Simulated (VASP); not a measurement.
Here is a VASP 6.6.1 calculation.

Contents of INCAR:

```
SYSTEM = Ni
PREC = Accurate ; ENCUT = 520
EDIFF = 1E-6 ; ISMEAR = 0
SIGMA = 0.05 ; LREAL = .FALSE.
LASPH = .TRUE. ; NELM = 150
ALGO = Normal ; ISIF = 2
LWAVE = .FALSE. ; LCHARG = .TRUE.
ISPIN = 2 ; MAGMOM = 1.5 1.5 1.5 1.5
LORBIT = 11 ; LMAXMIX = 4
GGA = PE ; LELF = .TRUE.
LVHAR = .TRUE. ; NBANDS = 32
```

KPOINTS

```
Automatic mesh
0
G
  1 1 15
  0 0 0
```

File POSCAR:

```
Ni
1.0
   11.4000000000      0.0000000000      0.0000000000
    0.0000000000      9.3000000000      0.0000000000
    0.0000000000      0.0000000000      4.4949749738
Ni
4
Direct
    0.4051558883      0.5000000000      0.0000000000
    0.4051558883      0.5000000000      0.5000000000
    0.5948441117      0.5000000000      0.0000000000
    0.5948441117      0.5000000000      0.5000000000
```

Potentials or basis: VASP PAW PBE potentials, release 64 (Ni).

Command:

```sh
$ cat potpaw_PBE.64/Ni/POTCAR > POTCAR
$ mpirun -np 1 vasp_std > vasp.out
```

Q: What does it give for the net moment?

A: 3.48 μB per cell.

Q: What does it give for the largest force?

A: 0.003 eV/Å.

Q: Predict the site moments.

A: Ni +0.90 μB.

Forces in eV/Å, atoms in the order of the input:
```
Ni   0.003  0.000  0.000
Ni   0.003  0.000  0.000
Ni  -0.003  0.000  0.000
Ni  -0.003  0.000  0.000
```
